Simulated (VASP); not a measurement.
# N in VASP: further runs

The runs below take N through single point, with PBE.

Program: VASP 6.6.1. These are calculated values, not measurements. Logs are shortened: lines on timing, memory, paths and dates and some standing lists are left out, and cuts for length are marked.

### Step 1. The cell of the first run

The cell holds a disordered packing, 12 atoms: a = 7.677 Å, b = 7.677 Å, c = 7.677 Å, α = 90.00°, β = 90.00°, γ = 90.00°.

### Step 2. Single point, PBE

Contents of INCAR:

```
  ALGO = Normal
  EDIFF = 1E-6
  ENCUT = 1000
  GGA = PE
  GGA_COMPAT = False
  ISIF = 2
  ISMEAR = -1
  LASPH = True
  LCHARG = False
  LREAL = False
  LWAVE = False
  NBANDS = 42
  NELM = 120
  PREC = Accurate
  SIGMA = 0.05
```

Contents of KPOINTS:

```
k-points
0
Gamma
  1 1 1
```

Contents of POSCAR:

```
N
1.0
    7.6766930000      0.0000000000      0.0000000000
    0.0000000000      7.6766930000      0.0000000000
    0.0000000000      0.0000000000      7.6766930000
N
12
Direct
    0.8484903591      0.5591991239      0.5923253672
    0.8526848736      0.6086344732      0.7248563932
    0.2397777272      0.5125384068      0.7670490405
    0.3504894621      0.5468109771      0.6859854888
    0.5289777773      0.8169793946      0.2253053496
    0.5293164648      0.8320900679      0.0817800061
    0.7363457155      0.1644327838      0.6084781559
    0.7031413136      0.1204685403      0.7376483598
    0.1053448405      0.9850465559      0.3356132647
    0.0094311444      0.9426194326      0.2344629387
    0.7584125091      0.4393949322      1.1602391811
    0.7708136824      0.3000380502      1.1321150917
```

Potentials or basis: VASP PAW PBE potentials, release 64 (N_h).

Started as:

```sh
$ cat potpaw_PBE.64/N_h/POTCAR > POTCAR
$ mpirun -np 1 vasp_gam > vasp.out
```

OUTCAR:

```text
EDIFF = 1E-6
   ENCUT = 1000
   GGA = PE
   ISIF = 2
   ISMEAR = -1
   LASPH = True
   LREAL = False
   NELM = 120
   PREC = Accurate

 ion  position               nearest neighbor table
   1  0.848  0.559  0.592-   2 1.09
   2  0.853  0.609  0.725-   1 1.09
   3  0.240  0.513  0.767-   4 1.09
   4  0.350  0.547  0.686-   3 1.09
   5  0.529  0.817  0.225-   6 1.11
   6  0.529  0.832  0.082-   5 1.11
   7  0.736  0.164  0.608-   8 1.08
   8  0.703  0.120  0.738-   7 1.08
   9  0.105  0.985  0.336-  10 1.12
  10  0.009  0.943  0.234-   9 1.12
  11  0.758  0.439  0.160-  12 1.10
  12  0.771  0.300  0.132-  11 1.10

  LATTYP: Found a simple cubic cell.
 ALAT       =     7.6766930000

  Lattice vectors:

 A1 = (   7.6766930000,   0.0000000000,   0.0000000000)
 A2 = (   0.0000000000,   7.6766930000,   0.0000000000)
 A3 = (   0.0000000000,   0.0000000000,   7.6766930000)

Analysis of symmetry for initial positions (statically):
=====================================================================
 Subroutine PRICEL returns:
 Original cell was already a primitive cell.

 Routine SETGRP: Setting up the symmetry group for a
 simple cubic supercell.

 Subroutine GETGRP returns: Found  1 space group operations
 (whereof  1 operations were pure point group operations)
 out of a pool of 48 trial point group operations.

The static configuration has the point symmetry C_1 .

Analysis of symmetry for dynamics (positions and initial velocities):
=====================================================================
 Subroutine PRICEL returns:
 Original cell was already a primitive cell.

 Routine SETGRP: Setting up the symmetry group for a
 simple cubic supercell.

 Subroutine GETGRP returns: Found  1 space group operations
 (whereof  1 operations were pure point group operations)
 out of a pool of 48 trial point group operations.

The dynamic configuration has the point symmetry C_1 .

 Subroutine INISYM returns: Found  1 space group operations
[... 94 lines left out ...]
   LREAL  =      F    real-space projection
   EDIFFG = 0.1E-04   stopping-criterion for IOM
   NSW    =      0    number of steps for IOM
   IBRION =     -1    ionic relax: 0-MD 1-quasi-New 2-CG
   NFREE  =      0    steps in history (QN), initial steepest desc. (CG)
   ISIF   =      2    stress and relaxation
   ISYM   =      2    0-nonsym 1-usesym 2-fastsym
   POTIM  = 0.5000    time-step for ionic-motion
   TEBEG  =    0.0;   TEEND  =   0.0 temperature during run
   PSTRESS=    0.0 pullay stress
   NELECT =      60.0000    total number of electrons
   NUPDOWN=      -1.0000    fix difference up-down
   EMIN   =  10.00;   EMAX   =-10.00  energy-range for DOS
   EFERMI =   0.00;   METHOD = LEGACY
   ISMEAR =    -1;   SIGMA  =   0.05  broadening in eV -4-tet -1-fermi 0-gaus
   EFERMI_NEDOS =   21; number of points for ismear=-14 and -15
   IALGO  =     38    algorithm
   IMIX   =      4    mixing-type and parameters
     AMIX     =   0.40;   BMIX     =  1.00
     AMIX_MAG =   1.60;   BMIX_MAG =  1.00
  volume/ion in A,a.u.               =      37.70       254.41
  Fermi-wavevector in a.u.,A,eV,Ry     =   0.834868  1.577671  9.483320  0.697004
  Thomas-Fermi vector in A             =   1.948331
   LORBIT       =      0    0 simple, 1 ext, 2 COOP (PROOUT), +10 PAW based schemes
   GGA     = PE    functional components
   LHFCALC =     F    Hartree Fock is set to
   AEXX    =    0.0000 exact exchange contribution
   IVDW    =     0    specifies the selected vdW correction
   LEPSILON=     F    determine dielectric tensor
   LRPA    =     F    only Hartree local field effects (RPA)
 non-spin polarized calculation
  energy-cutoff  :     1000.00
  volume of cell :      452.40
 maximum number of plane-waves:     16212
 NGX is ok and might be reduce to    80
   NGX = 39   NGY = 39   NGZ = 39

 number of electron      59.9999999 magnetization

 Free energy of the ion-electron system (eV)
  ---------------------------------------------------
  ext. energy  EPLUGINS =         0.00000000
  ---------------------------------------------------
  free energy    TOTEN  =      -100.84568870 eV

  energy without entropy =     -100.84568870  energy(sigma->0) =     -100.84568870

 E-fermi :  -6.5227     XC(G=0):  -4.7036

 val. band max:       -7.7562560329   @ k =   0.0000   0.0000   0.0000
 cond. band min:      -0.0301446371   @ k =   0.0000   0.0000   0.0000
 fundamental gap:      7.7261113959
 Fermi energy:        -6.5227030470

 k-point     1 :       0.0000    0.0000    0.0000
  band No.  band energies     occupation
      1     -26.3195      2.00000
      2     -26.2793      2.00000
      3     -26.1663      2.00000
      4     -25.9661      2.00000
      5     -25.7355      2.00000
      6     -25.6936      2.00000
[... 34 lines left out ...]
     41       0.6758      0.00000
     42       0.8988      0.00000

------------------------ aborting loop because EDIFF is reached ----------------------------------------

  FORCE on cell =-STRESS in cart. coord.  units (eV):
  Direction    XX          YY          ZZ          XY          YZ          ZX
  --------------------------------------------------------------------------------------
  -------------------------------------------------------------------------------------
  Total        1.2755705      2.1083050      4.9095631      0.2108573     -0.8763843     -3.1192310
  in kB        4.5174413      7.4665760     17.3872504      0.7467524     -3.1037209    -11.0467774
  external PRESSURE =       9.7904226 kB  Pullay stress =       0.0000000 kB

 VOLUME and BASIS-vectors are now :
 -----------------------------------------------------------------------------
  energy-cutoff  :     1000.00
  volume of cell :      452.40
      direct lattice vectors                 reciprocal lattice vectors
     7.676693000  0.000000000  0.000000000     0.130264425  0.000000000  0.000000000
     0.000000000  7.676693000  0.000000000     0.000000000  0.130264425  0.000000000
     0.000000000  0.000000000  7.676693000     0.000000000  0.000000000  0.130264425

 POSITION                                       TOTAL-FORCE (eV/Angst)
 -----------------------------------------------------------------------------------
      6.51360      4.29280      4.54710        -0.079572     -0.793836     -2.299726
      6.54580      4.67230      5.56450         0.001027      0.894602      2.277220
      1.84070      3.93460      5.88840        -1.912347     -0.641589      1.487054
      2.69060      4.19770      5.26610         2.023530      0.614885     -1.461839
      4.06080      6.27170      1.72960         0.009075      0.104204     -0.735591
      4.06340      6.38770      0.62780        -0.018876     -0.085011      0.735567
      5.65270      1.26230      4.67110         0.897903      1.139592     -3.532880
      5.39780      0.92480      5.66270        -0.928644     -1.216080      3.510975
      0.80870      7.56190      2.57640        -1.410971     -0.616926     -1.473171
      0.07240      7.23620      1.79990         1.417559      0.598106      1.481901
      5.82210      3.37310      1.23011        -0.092067      1.013844      0.197145
      5.91730      2.30330      1.01421         0.093383     -1.011792     -0.186656
 -----------------------------------------------------------------------------------
    total drift:                               -0.000024     -0.000361      0.000544

  FREE ENERGIE OF THE ION-ELECTRON SYSTEM (eV)
  ---------------------------------------------------
  free  energy   TOTEN  =      -100.8456887001 eV

  energy  without entropy=     -100.8456887000  energy(sigma->0) =     -100.84568870
```

stdout:

```text
POSCAR found type information on POSCAR N
 POSCAR found :  1 types and      12 ions
 scaLAPACK will be used
 LDA part: xc-table for (Slater+PW92), standard interpolation
 POSCAR, INCAR and KPOINTS ok, starting setup
 FFT: planning ... GRIDC
 FFT: planning ... GRID_SOFT
 FFT: planning ... GRID
 WAVECAR not read
 entering main loop
```

Wall time 31 s (1 thread of AMD EPYC 9R45 (Zen 5), shared host); peak memory 0.8 GiB.

Results:

```
Free energy   : -100.8457 eV
Pressure      : 1.0 GPa
Largest force : 3.830 eV/Å
```

Forces on the atoms (eV/Å):
```
N   -0.080 -0.794 -2.300
N    0.001  0.895  2.277
N   -1.912 -0.642  1.487
N    2.024  0.615 -1.462
N    0.009  0.104 -0.736
N   -0.019 -0.085  0.736
N    0.898  1.140 -3.533
N   -0.929 -1.216  3.511
N   -1.411 -0.617 -1.473
N    1.418  0.598  1.482
N   -0.092  1.014  0.197
N    0.093 -1.012 -0.187
```

Stress tensor (GPa, compression positive):
```
 0.45  0.07 -1.10
 0.07  0.75 -0.31
-1.10 -0.31  1.74
```

Levels at points of the mesh, in eV from the Fermi level:
```
           k point  band 27  band 28  band 29  band 30  band 31  band 32  band 33  band 34
(0.00, 0.00, 0.00)    -1.43    -1.32    -1.29    -1.23     6.49     6.50     6.64     6.71
```

Caveat: the k points lie up to 0.82 Å⁻¹ apart, too coarse for converged energies, forces and pressures; the atoms stand as in a frame of molecular dynamics.

(Continued in part 2 of 2.)
